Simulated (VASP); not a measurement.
# Co (P-3m1) in VASP: single point with PBE

Aim: the single point of Co with PBE.

Everything below comes from runs of VASP 6.6.1. Logs are shortened: lines on timing, memory, paths and dates and some standing lists are left out, and cuts for length are marked.

### Step 1. The cell of the first run

Symmetry: P-3m1, No. 164, trigonal system. Conventional cell: a = 2.487 Å, b = 2.487 Å, c = 4.063 Å, α = 90.00°, β = 90.00°, γ = 120.00°. Co (site symmetry 3m) has 12 Co at 2.42 to 2.55 Å within 3.2 Å.

### Step 2. Single point, PBE, collinear spin, ferromagnetic start

INCAR

```
SYSTEM = Co
ALGO = Fast ; EDIFF = 1E-6
ENCUT = 520 ; GGA = PE
ISIF = 2 ; ISMEAR = 0
ISPIN = 2 ; LASPH = .True.
LCHARG = .False. ; LMAXMIX = 4
LORBIT = 11 ; LREAL = .False.
LWAVE = .False. ; MAGMOM = 1.93 1.93
NBANDS = 20 ; NELM = 150
PREC = Accurate ; SIGMA = 0.15
```

KPOINTS

```
k-points
0
Gamma
  24 24 14
  0 0 0
```

POSCAR

```
Co
1.0
    2.4873648738      0.0000000000      0.0000000000
   -1.2436824369      2.1541211692      0.0000000000
    0.0000000000      0.0000000000      4.0632895034
Co
2
Direct
    0.6666666667      0.3333333333      0.2598610000
    0.3333333333      0.6666666667      0.7401390000
```

Potentials or basis: VASP PAW PBE potentials, release 64 (Co).

The run is started by

```
> cat potpaw_PBE.64/Co/POTCAR > POTCAR
> mpirun -np 1 vasp_std > vasp.out
```

OUTCAR:

```text
SYSTEM = Co
   EDIFF = 1E-6
   ENCUT = 520
   GGA = PE
   ISIF = 2
   ISMEAR = 0
   ISPIN = 2
   LASPH = .True.
   LORBIT = 11
   LREAL = .False.
   NELM = 150
   PREC = Accurate

 ion  position               nearest neighbor table
   1  0.667  0.333  0.260-   2 2.42   2 2.42   2 2.42   2 2.55   2 2.55   2 2.55
   2  0.333  0.667  0.740-   1 2.42   1 2.42   1 2.42   1 2.55   1 2.55   1 2.55

  LATTYP: Found a hexagonal cell.
 ALAT       =     2.4873648738
 C/A-ratio  =     1.6335719565

  Lattice vectors:

 A1 = (   2.4873648738,   0.0000000000,   0.0000000000)
 A2 = (  -1.2436824369,   2.1541211692,   0.0000000000)
 A3 = (   0.0000000000,   0.0000000000,   4.0632895034)

Analysis of symmetry for initial positions (statically):
=====================================================================
 Subroutine PRICEL returns:
 Original cell was already a primitive cell.

 Routine SETGRP: Setting up the symmetry group for a
 hexagonal supercell.

 Subroutine GETGRP returns: Found 12 space group operations
 (whereof 12 operations were pure point group operations)
 out of a pool of 24 trial point group operations.

The static configuration has the point symmetry D_3d.

Analysis of symmetry for dynamics (positions and initial velocities):
=====================================================================
 Subroutine PRICEL returns:
 Original cell was already a primitive cell.

 Routine SETGRP: Setting up the symmetry group for a
 hexagonal supercell.

 Subroutine GETGRP returns: Found 12 space group operations
 (whereof 12 operations were pure point group operations)
 out of a pool of 24 trial point group operations.

The dynamic configuration has the point symmetry D_3d.

Analysis of structural, dynamic, and magnetic symmetry:
=====================================================================
 Subroutine PRICEL returns:
 Original cell was already a primitive cell.

 Routine SETGRP: Setting up the symmetry group for a
 hexagonal supercell.

 Subroutine GETGRP returns: Found 12 space group operations
 (whereof 12 operations were pure point group operations)
 out of a pool of 24 trial point group operations.

The overall configuration has the point symmetry D_3d.

 Subroutine INISYM returns: Found 12 space group operations
 (whereof 12 operations are pure point group operations),
 and found     1 'primitive' translations

----------------------------------------------------------------------------------------

                                     Primitive cell

  volume of cell :      21.7715

  direct lattice vectors                    reciprocal lattice vectors
     2.487364874  0.000000000  0.000000000     0.402031889  0.232113220  0.000000000
    -1.243682437  2.154121169  0.000000000     0.000000000  0.464226439  0.000000000
     0.000000000  0.000000000  4.063289503     0.000000000  0.000000000  0.246106018

  length of vectors
     2.487364874  2.487364874  4.063289503     0.464226439  0.464226439  0.246106018

  position of ions in fractional coordinates (direct lattice)
     0.666666667  0.333333333  0.259861000
     0.333333333  0.666666667  0.740139000

  ion indices of the primitive-cell ions
   primitive index   ion index
                 1           1
                 2           2

----------------------------------------------------------------------------------------

 KPOINTS: k-points

Automatic generation of k-mesh.
 Grid dimensions read from file:
 generate k-points for:   24   24   14

 Generating k-lattice:

  Cartesian coordinates                     Fractional coordinates (reciprocal lattice)
     0.016751329  0.009671384  0.000000000     0.041666667  0.000000000  0.000000000
     0.000000000  0.019342768  0.000000000     0.000000000  0.041666667  0.000000000
     0.000000000  0.000000000  0.017579001     0.000000000  0.000000000  0.071428571

  Length of vectors
     0.019342768  0.019342768  0.017579001

  Shift w.r.t. Gamma in fractional coordinates (k-lattice)
     0.000000000  0.000000000  0.000000000

 Subroutine IBZKPT returns following result:
 ===========================================

 Found    776 irreducible k-points:

 Following reciprocal coordinates:
            Coordinates               Weight
  0.000000  0.000000  0.000000      1.000000
  0.041667  0.000000  0.000000      6.000000
  0.083333  0.000000  0.000000      6.000000
  0.125000  0.000000  0.000000      6.000000
  0.166667  0.000000  0.000000      6.000000
  0.208333 -0.000000  0.000000      6.000000
[... 16 lines left out ...]
  0.416667  0.041667  0.000000     12.000000
  0.458333  0.041667  0.000000     12.000000
 [... further k-points ...]
   k-points           NKPTS =    776   k-points in BZ     NKDIM =    776   number of bands    NBANDS=     20
   number of dos      NEDOS =    301   number of ions     NIONS =      2
   total plane-waves  NPLWV =   9720
   dimension x,y,z NGX =    18 NGY =   18 NGZ =   30
   dimension x,y,z NGXF=    36 NGYF=   36 NGZF=   60
   ions per type =               2
   NGX,Y,Z   is equivalent  to a cutoff of  12.03, 12.03, 12.27 a.u.
   NGXF,Y,Z  is equivalent  to a cutoff of  24.06, 24.06, 24.55 a.u.
 SYSTEM =  Co
   PREC   = accura    normal or accurate (medium, high low for compatibility)
   ISTART =      0    job   : 0-new  1-cont  2-samecut
   ICHARG =      2    charge: 1-file 2-atom 10-const
   ISPIN  =      2    spin polarized calculation?
   LNONCOLLINEAR =      F non collinear calculations
   LSORBIT =      F    spin-orbit coupling
   LASPH  =      T    aspherical Exc in radial PAW
   ENCUT  =  520.0 eV  38.22 Ry    6.18 a.u.   4.62  4.62  7.56*2*pi/ulx,y,z
   NELM   =    150;   NELMIN=  2; NELMDL= -5     # of ELM steps
   EDIFF  = 0.1E-05   stopping-criterion for ELM
   LREAL  =      F    real-space projection
   EDIFFG = 0.1E-04   stopping-criterion for IOM
   NSW    =      0    number of steps for IOM
   IBRION =     -1    ionic relax: 0-MD 1-quasi-New 2-CG
   NFREE  =      0    steps in history (QN), initial steepest desc. (CG)
   ISIF   =      2    stress and relaxation
   ISYM   =      2    0-nonsym 1-usesym 2-fastsym
   POTIM  = 0.5000    time-step for ionic-motion
   TEBEG  =    0.0;   TEEND  =   0.0 temperature during run
   PSTRESS=    0.0 pullay stress
   NELECT =      18.0000    total number of electrons
   NUPDOWN=      -1.0000    fix difference up-down
   EMIN   =  10.00;   EMAX   =-10.00  energy-range for DOS
   EFERMI =   0.00;   METHOD = LEGACY
   ISMEAR =     0;   SIGMA  =   0.15  broadening in eV -4-tet -1-fermi 0-gaus
   EFERMI_NEDOS =   21; number of points for ismear=-14 and -15
   IALGO  =     68    algorithm
   IMIX   =      4    mixing-type and parameters
     AMIX     =   0.40;   BMIX     =  1.00
     AMIX_MAG =   1.60;   BMIX_MAG =  1.00
  volume/ion in A,a.u.               =      10.89        73.46
  Fermi-wavevector in a.u.,A,eV,Ry     =   1.536514  2.903591 32.121660  2.360875
  Thomas-Fermi vector in A             =   2.643152
   LORBIT       =     11    0 simple, 1 ext, 2 COOP (PROOUT), +10 PAW based schemes
   GGA     = PE    functional components
   LHFCALC =     F    Hartree Fock is set to
   AEXX    =    0.0000 exact exchange contribution
   IVDW    =     0    specifies the selected vdW correction
   LEPSILON=     F    determine dielectric tensor
   LRPA    =     F    only Hartree local field effects (RPA)
 spin polarized calculation
 RMM-DIIS sequential band-by-band and
 Gauss-broadening in eV      SIGMA  =   0.15
  energy-cutoff  :      520.00
  volume of cell :       21.77
 maximum number of plane-waves:       602
   NGX =  9   NGY =  9   NGZ = 15

 number of electron      17.9999996 magnetization       3.2368374

 Free energy of the ion-electron system (eV)
  ---------------------------------------------------
  ext. energy  EPLUGINS =         0.00000000
  ---------------------------------------------------
  free energy    TOTEN  =       -14.06086726 eV

  energy without entropy =      -14.04192991  energy(sigma->0) =      -14.05139859

 E-fermi :  10.2280     XC(G=0): -13.3806

 val. band max:       10.2273275892   @ k =  -0.1667   0.3750   0.0714
 cond. band min:      10.2284832368   @ k =   0.3333   0.2917   0.5000
 fundamental gap:      0.0011556476
 Fermi energy:        10.2280312465

 spin component 1

 k-point     1 :       0.0000    0.0000    0.0000
  band No.  band energies     occupation
      1       1.3205      1.00000
      2       5.0700      1.00000
      3       7.5542      1.00000
      4       7.6057      1.00000
      5       7.6057      1.00000
      6       7.9003      1.00000
[... 12 lines left out ...]
     19      36.2449      0.00000
     20      36.2449      0.00000
[... 507 lines left out ...]
 k-point    24 :       0.4583    0.0417    0.0000
  band No.  band energies     occupation
      1       5.4434      1.00000
      2       5.5273      1.00000
      3       5.7689      1.00000
      4       7.4630      1.00000
      5       7.6598      1.00000
      6       7.6767      1.00000
[... 12 lines left out ...]
     19      32.8766      0.00000
     20      34.6769      0.00000

 [... further k-points ...]

 spin component 2

 k-point     1 :       0.0000    0.0000    0.0000
  band No.  band energies     occupation
      1       1.3159      1.00000
      2       6.0030      1.00000
      3       9.1470      1.00000
      4       9.2550      1.00000
      5       9.2550      1.00000
      6       9.5633      1.00000
[... 12 lines left out ...]
     19      36.5357      0.00000
     20      36.5357      0.00000
[... 507 lines left out ...]
 k-point    24 :       0.4583    0.0417    0.0000
  band No.  band energies     occupation
      1       6.3452      1.00000
      2       6.6942      1.00000
      3       6.9938      1.00000
      4       8.3778      1.00000
      5       9.1221      1.00000
      6       9.1744      1.00000
[... 12 lines left out ...]
     19      33.2790      0.00000
     20      34.9836      0.00000

 [... further k-points ...]

------------------------ aborting loop because EDIFF is reached ----------------------------------------

  FORCE on cell =-STRESS in cart. coord.  units (eV):
  Direction    XX          YY          ZZ          XY          YZ          ZX
  --------------------------------------------------------------------------------------
  -------------------------------------------------------------------------------------
  Total        0.0732987      0.0732987     -0.1900397     -0.0000000     -0.0000000      0.0000000
  in kB        5.3941072      5.3941072    -13.9851636     -0.0000000     -0.0000000      0.0000000
  external PRESSURE =      -1.0656498 kB  Pullay stress =       0.0000000 kB

 VOLUME and BASIS-vectors are now :
 -----------------------------------------------------------------------------
  energy-cutoff  :      520.00
  volume of cell :       21.77
      direct lattice vectors                 reciprocal lattice vectors
     2.487364874  0.000000000  0.000000000     0.402031889  0.232113220  0.000000000
    -1.243682437  2.154121169  0.000000000     0.000000000  0.464226439  0.000000000
     0.000000000  0.000000000  4.063289503     0.000000000  0.000000000  0.246106018

 POSITION                                       TOTAL-FORCE (eV/Angst)
 -----------------------------------------------------------------------------------
      1.24368      0.71804      1.05589         0.000000      0.000000     -0.490689
     -0.00000      1.43608      3.00740        -0.000000     -0.000000      0.490689
 -----------------------------------------------------------------------------------
    total drift:                                0.000000     -0.000000     -0.000000

  FREE ENERGIE OF THE ION-ELECTRON SYSTEM (eV)
  ---------------------------------------------------
  free  energy   TOTEN  =       -14.0608672617 eV

  energy  without entropy=      -14.0419299096  energy(sigma->0) =      -14.05139859

 total charge

# of ion       s       p       d       tot
------------------------------------------
    1        0.489   0.521   7.263   8.273
    2        0.489   0.521   7.263   8.273
--------------------------------------------------
tot          0.978   1.042  14.525  16.546

 magnetization (x)

# of ion       s       p       d       tot
------------------------------------------
    1       -0.015  -0.054   1.707   1.638
    2       -0.015  -0.054   1.707   1.638
--------------------------------------------------
tot         -0.029  -0.108   3.414   3.276
```

Wall time 5.1 min (1 thread of Intel Xeon 6975P-C (Granite Rapids), shared host); peak memory 0.51 GiB.

What came out:

| Property | Result |
| --- | --- |
| Free energy | -14.0609 eV |
| Pressure | -0.1 GPa |
| Largest force | 0.491 eV/Å |
| Net moment | 3.24 μB per cell |
| Site moments | Co +1.64 μB |
| Valence electrons inside the program's atomic spheres | Co 8.27 |

Forces on the atoms (eV/Å):
```
Co   0.000  0.000 -0.491
Co   0.000  0.000  0.491
```
